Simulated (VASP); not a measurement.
Wanted: the native input for a VASP 6.6.1 run.

```
Task                   : single point
Functional             : PBE
Potentials or basis    : VASP PAW PBE potentials, release 64 (Si)
Cutoff                 : 520 eV
k mesh                 : 6 × 6 × 6
Occupations            : gaussian, width 0.1 eV
Spin                   : no spin polarisation
Dipole correction      : no
Further INCAR settings : ALGO = Normal; EDIFF = 1e-06; NBANDS = 8
```

The structure of Si lies in POSCAR:

```
Si
1.0
    2.6401985138      0.0000000000      0.0000000000
   -1.3200992569      2.2864789840      0.0000000000
    0.0000000000      0.0000000000      2.5257300715
Si
1
Direct
    0.0000000000      0.0000000000      0.0000000000
```

The cell was built from a structure type or drawn by symmetry, and may not be a known phase.

The input as run:

INCAR

```
SYSTEM = Si
PREC = Accurate ; ENCUT = 520
EDIFF = 1E-6 ; ISMEAR = 0
SIGMA = 0.1 ; LREAL = .False.
LASPH = .True. ; NELM = 100
ALGO = Normal ; ISIF = 2
LWAVE = .False. ; LCHARG = .False.
GGA = PE ; NBANDS = 8
```

KPOINTS

```
regular mesh
0
Gamma
  6 6 6
  0 0 0
```

Potentials or basis: VASP PAW PBE potentials, release 64 (Si).

The run is started by

```sh
$ cat potpaw_PBE.64/Si/POTCAR > POTCAR
$ mpirun -np 1 vasp_std > vasp.out
```

It gave:

The pressure is 0.0 GPa. The band gap on the k mesh is zero (bands 2 and 3 overlap by 11.59 eV).

Caveat: the k points lie up to 0.46 Å⁻¹ apart, too coarse for converged energies and pressures of a metal.

Run time: 2.8 s on 1 thread of Intel(R) Xeon(R) Platinum 8559C (Emerald Rapids) (shared host), peak memory 0.11 GiB.
